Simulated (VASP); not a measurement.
Write the native input for VASP 6.6.1 that does the following.

- Task: relaxation of cell and atoms
- Functional: LDA
- Potentials or basis: VASP PAW LDA potentials, release 64 (Au_sv_GW)
- Cutoff: 500 eV
- k mesh: 9 × 9 × 5
- Occupations: fermi-dirac, width 0.05 eV
- Spin: no spin polarisation
- Dipole correction: no
- Second run: valence_matched
- Further INCAR settings: ALGO = Normal; EDIFF = 1e-07; IBRION = 2; EDIFFG = -0.03; NSW = 60; ISIF = 3

The structure of Au lies in POSCAR:

```
Au
1.0
    2.9000000000      0.0000000000      0.0000000000
   -1.4500000000      2.5114740000      0.0000000000
    0.0000000000      0.0000000000      4.8800000000
Au
2
Direct
    0.3333333333      0.6666666667      0.7500000000
    0.6666666667      0.3333333333      0.2500000000
```

One way to write it, as run:

INCAR

```
SYSTEM = Au
PREC = Accurate
ENCUT = 500
EDIFF = 1E-7
ISMEAR = -1
SIGMA = 0.05
LREAL = .FALSE.
LASPH = .TRUE.
NELM = 120
ALGO = Normal
ISIF = 3
LWAVE = .FALSE.
LCHARG = .FALSE.
GGA = CA
IBRION = 2
NSW = 60
EDIFFG = -0.03
GGA_COMPAT = .FALSE.
NELMIN = 4
```

KPOINTS

```
regular mesh
0
G
  9 9 5
  0 0 0
```

Potentials or basis: VASP PAW LDA potentials, release 64 (Au_sv_GW).

Launch:

```sh
$ cat potpaw_LDA.64/Au_sv_GW/POTCAR > POTCAR
$ mpirun -np 1 vasp_std > vasp.out
```

Results of the run:

```yaml
Relaxed_volume: 16.55 Å³/atom
Relaxed_cell: a = 2.838 Å, b = 2.838 Å, c = 4.746 Å, α = 90.00°, β = 90.00°, γ = 120.00°
Space_group_after_relaxing_to_0.05_Å: P6_3/mmc (No. 194)
Energy_gained_by_relaxing: 49.1 meV/atom
Ionic_steps: 6
Pressure_after_relaxing: 0.2 GPa
Band_gap_on_the_k_mesh: zero (band 19 reaches 12.74 eV, above the bottom of band 20 at 6.47 eV)
```

Caveat: spin-orbit coupling is left out, which moves the levels of the heavy elements.

It took 120 s on 1 thread of Intel(R) Xeon(R) Platinum 8175M CPU @ 2.50GHz (Skylake/Cascade Lake) (shared host), peak memory 0.16 GiB.
